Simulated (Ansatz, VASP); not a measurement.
## SnO: VASP beside Ansatz

The input INCAR:

```
SYSTEM = SnO
  ALGO = Normal
  EDIFF = 1E-6
  ENCUT = 600
  GGA = PS
  GGA_COMPAT = .FALSE.
  ISIF = 2
  ISMEAR = 0
  IVDW = 12
  LASPH = .TRUE.
  LCHARG = .FALSE.
  LREAL = .FALSE.
  LWAVE = .FALSE.
  NBANDS = 28
  NELM = 120
  PREC = Accurate
  SIGMA = 0.15
```

File KPOINTS:

```
k-points
0
G
  14 14 12
  0 0 0
```

File POSCAR:

```
SnO
1.0
    3.8220466732      0.0000000000      0.0000000000
    0.0000000000      3.8220466732      0.0000000000
    0.0000000000      0.0000000000      4.4408543781
Sn O
2 2
Direct
    0.0000000000      0.5000000000      0.2532585894
    0.5000000000      0.0000000000      0.7467414106
    0.0000000000      0.0000000000      0.0000000000
    0.5000000000      0.5000000000      0.0000000000
```

Input for Ansatz:

```yaml
crystal:
  lattice:
    - [3.8220466732, 0.0, 0.0]
    - [0.0, 3.8220466732, 0.0]
    - [0.0, 0.0, 4.4408543781]
  atoms:
    - { symbol: Sn, position: [0.0, 0.5, 0.2532585894] }
    - { symbol: Sn, position: [0.5, 0.0, 0.7467414106] }
    - { symbol: O, position: [0.0, 0.0, 0.0] }
    - { symbol: O, position: [0.5, 0.5, 0.0] }
basis:
  ecutwfc: 420
kpoints:
  mp_grid: { grid: [14, 14, 12] }
hamiltonian:
  xc: pbesol
  dispersion: d3bj
scf:
  occupations: { method: gaussian, width: 0.15 }
output:
  forces: true
  stress: true
  eigenvalues: true
```

Alike in both runs: task single point; functional PBEsol; dispersion D3(BJ); k mesh 14 × 14 × 12; occupations gaussian, width 0.15 eV; no spin polarisation.

```csv
,VASP,Ansatz
version,VASP 6.6.1,Ansatz 0.2.0
potentials or method,"VASP PAW PBE potentials, release 64 (Sn_d, O), cutoff 600 eV","scalar-relativistic, plane waves, PAW"
valence electrons in the cell,40,40
```

|  | VASP | Ansatz | Ansatz less VASP |
| --- | --- | --- | --- |
| gap on the k mesh at the Fermi level (eV) | none | none | - |
| pressure (GPa) | -0.3 | -0.5 | -0.22 |
| traceless stress, the component that is largest in VASP (GPa) | 2.07 | 2.07 | -0.009 |
| rms of the force components (eV/Å) | 0.086 | 0.052 | -0.0337 |

VASP's potentials were made for PBE, not for PBEsol. Atom by atom the forces differ by 0.034 eV/Å (rms over components). A gap of «none» marks a metal or a gap that the smearing closes.
